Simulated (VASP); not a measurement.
Input of a VASP 6.6.1 run:

The input POSCAR:

```
Sn
1.0
    0.0000000000      3.2333430000      3.2333430000
    3.2333430000      0.0000000000      3.2333430000
    3.2333430000      3.2333430000      0.0000000000
Sn
2
Direct
    0.0000000000      0.0000000000      0.0000000000
    0.2500000000      0.2500000000      0.2500000000
```

INCAR.step1

```
  PREC = Accurate
  ENCUT = 550
  ISMEAR = 1
  SIGMA = 0.3
  LREAL = F
  LASPH = T
  NELM = 120
  NBANDS = 21
  GGA = PE
  ALGO = Normal
  EDIFF = 1E-5
  LWAVE = T
  LCHARG = F
  GGA_COMPAT = F
```

Contents of INCAR.step2:

```
  PREC = Accurate
  ENCUT = 550
  EDIFF = 1E-6
  ISMEAR = 1
  SIGMA = 0.3
  LREAL = F
  LASPH = T
  NELM = 120
  ALGO = Normal
  ISIF = 2
  LWAVE = F
  LCHARG = F
  METAGGA = R2SCAN
  LMIXTAU = T
  NBANDS = 21
  ISTART = 1
  GGA_COMPAT = F
```

Contents of KPOINTS:

```
regular mesh
0
Gamma
  4 4 4
```

Potentials or basis: VASP PAW PBE potentials, release 64 (Sn_d).

Command:

```bash
$ cat potpaw_PBE.64/Sn_d/POTCAR > POTCAR
$ cp INCAR.step1 INCAR
$ mpirun -np 1 vasp_std > vasp.out
$ cp INCAR.step2 INCAR
$ mpirun -np 1 vasp_std > vasp.out
```

(1) Predict the band gap on the k mesh.

(2) Predict the pressure.

Results:

(1) zero (filled and empty bands touch).

(2) 2.8 GPa.

Caveat: the k points lie up to 0.42 Å⁻¹ apart; the PAW data sets were made with another functional, which shifts forces and pressure a little; spin-orbit coupling is left out, which moves the levels of the heavy elements.
